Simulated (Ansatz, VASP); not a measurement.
# RbBr in VASP and in Ansatz

```
Rb Br
1.0
     4.08095    0.00000    0.00000
     0.00000    4.08095    0.00000
     0.00000    0.00000    4.19290
Rb Br
1 1
Direct
  0.88428 0.00000 0.00000
  0.62378 0.50000 0.50000
```

Change from the starting cell: mode 4 frozen in at -0.519 Å, equal normal strain along x and y -0.0267.

Alike in both runs: task single point; functional PBE; k mesh 6 × 6 × 6; occupations gaussian, width 0.05 eV; no spin polarisation.

|  | VASP | Ansatz |
| --- | --- | --- |
| version | VASP 6.6.1 | Ansatz 0.2.0 |
| potentials or method | VASP PAW PBE potentials, release 64 (Rb_sv, Br), cutoff 520 eV | scalar-relativistic, plane waves, PAW |
| valence electrons in the cell | 16 | 16 |

|  | VASP | Ansatz | Ansatz less VASP |
| --- | --- | --- | --- |
| gap on the k mesh at the Fermi level (eV) | 4.01 | 4.01 | +0.003 |
| least direct gap on the mesh (eV) | 4.22 | 4.22 | +0.004 |
| pressure (GPa) | 5.3 | 5.2 | -0.07 |
| traceless stress, the component that is largest in VASP (GPa) | -2.48 | -2.44 | +0.042 |
| rms of the force components (eV/Å) | 0.481 | 0.475 | -0.0058 |

Atom by atom the forces differ by 0.006 eV/Å (rms over components).
